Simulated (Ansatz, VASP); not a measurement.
# Zn: VASP beside Ansatz

File INCAR:

```
ALGO     = Normal         # electronic algorithm
DIPOL    = 0.5 0.5 0.500
EDIFF    = 1E-6           # SCF threshold, eV
ENCUT    = 400            # plane-wave cutoff, eV
GGA      = CA             # functional
GGA_COMPAT= F            
IDIPOL   = 3            
ISIF     = 2              # what is computed and relaxed
ISMEAR   = 1              # smearing method
LASPH    = T              # aspherical terms in the spheres
LCHARG   = F              # write CHGCAR
LDIPOL   = T            
LREAL    = F              # projectors in reciprocal space
LWAVE    = F              # write WAVECAR
NBANDS   = 32             # bands
NELM     = 120            # most SCF steps
NELMDL   = -8           
PREC     = Accurate       # precision mode
SIGMA    = 0.1            # smearing width, eV
```

KPOINTS

```
k-points
0
Gamma
  6 6 1
```

POSCAR

```
Zn
1.0
    2.7786128662      0.0000000000      0.0000000000
    0.0000000000      2.7786128662      0.0000000000
    0.0000000000      0.0000000000     17.8943280000
Zn
4
Direct
    0.0000000000      0.0000000000      0.3353017783
    0.5000000000      0.5000000000      0.4451005928
    0.0000000000      0.0000000000      0.5548994072
    0.5000000000      0.5000000000      0.6646982217
```

Input for Ansatz:

```yaml
crystal:
  lattice:
    - [2.7786128662251603, 0.0, 0.0]
    - [0.0, 2.7786128662251603, 0.0]
    - [0.0, 0.0, 17.894328]
  atoms:
    - { symbol: Zn, position: [0.0, 0.0, 0.3353017783065114] }
    - { symbol: Zn, position: [0.5, 0.5, 0.4451005927688371] }
    - { symbol: Zn, position: [0.0, 0.0, 0.5548994072311628] }
    - { symbol: Zn, position: [0.5, 0.5, 0.6646982216934886] }
basis:
  ecutwfc: 421.77648681281397
kpoints:
  mp_grid:
    grid: [6, 6, 1]
hamiltonian:
  xc: lda
efield:
  axis: 3
  dipole_correction: true
scf:
  occupations:
    method: cold
output:
  write_potential: true
  forces: true
```

Alike in both runs: task single point; functional LDA; k mesh 6 × 6 × 1; no spin polarisation.

```csv
,VASP,Ansatz
version,VASP 6.6.1,Ansatz 0.2.0
potentials or method,"VASP PAW LDA potentials, release 64 (Zn), cutoff 400 eV","plane waves, PAW"
occupations,"methfessel-paxton of order 1, width 0.1 eV",cold
valence electrons in the cell,48,48
```

```tsv
	VASP	Ansatz	Ansatz less VASP
gap on the k mesh at the Fermi level (eV)	none	none	-
rms of the force components (eV/Å)	0.157	0.161	+0.0045
```

LDA's correlation is that of Perdew and Zunger in VASP and of Perdew and Wang (1992) in Ansatz. Atom by atom the forces differ by 0.006 eV/Å (rms over components). A gap of «none» marks a metal or a gap that the smearing closes. Ansatz's warnings: vacuum density over bound, xc potential rough in thin density.

The k mesh is coarse, so the values compare programs but aren't converged.
